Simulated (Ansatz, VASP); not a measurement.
**Two plane-wave programs on LiCl**

```xyz
12
Lattice="3.9039 0.0000 0.0000 -1.9520 3.3809 0.0000 0.0000 0.0000 19.0183" Properties=species:S:1:pos:R:3 pbc="T T T"
Li    0.0000    0.0000    3.5672
Li    0.0000    0.0000   13.0763
Li    0.0000    2.2539    9.9006
Li    1.9520    1.1270    0.3915
Li    0.0000    2.2539   16.2325
Li    1.9520    1.1270    6.7234
Cl    0.0000    0.0000    5.9491
Cl    0.0000    0.0000   15.4583
Cl    0.0000    2.2539   18.6238
Cl    1.9520    1.1270    9.1146
Cl    0.0000    2.2539   12.2907
Cl    1.9520    1.1270    2.7816
```

Alike in both runs: functional PBE; k mesh 6 × 6 × 1; occupations gaussian, width 0.1 eV; no spin polarisation.

Ansatz relaxed the structure, and its values are those at the end. VASP's run is a single point on that final structure, the one shown.

|  | VASP | Ansatz |
| --- | --- | --- |
| version | VASP 6.6.1 | Ansatz 0.2.0 |
| potentials or method | VASP PAW PBE potentials, release 64 (Li_sv, Cl), cutoff 520 eV | scalar-relativistic, plane waves, PAW |
| valence electrons in the cell | 60 | 60 |

```csv
,VASP,Ansatz,Ansatz less VASP
gap on the k mesh at the Fermi level (eV),5.97,5.96,-0.006
least direct gap on the mesh (eV),5.97,5.96,-0.006
```

Noted on VASP's run: the cutoff is short for stress, so the pressure is rough.
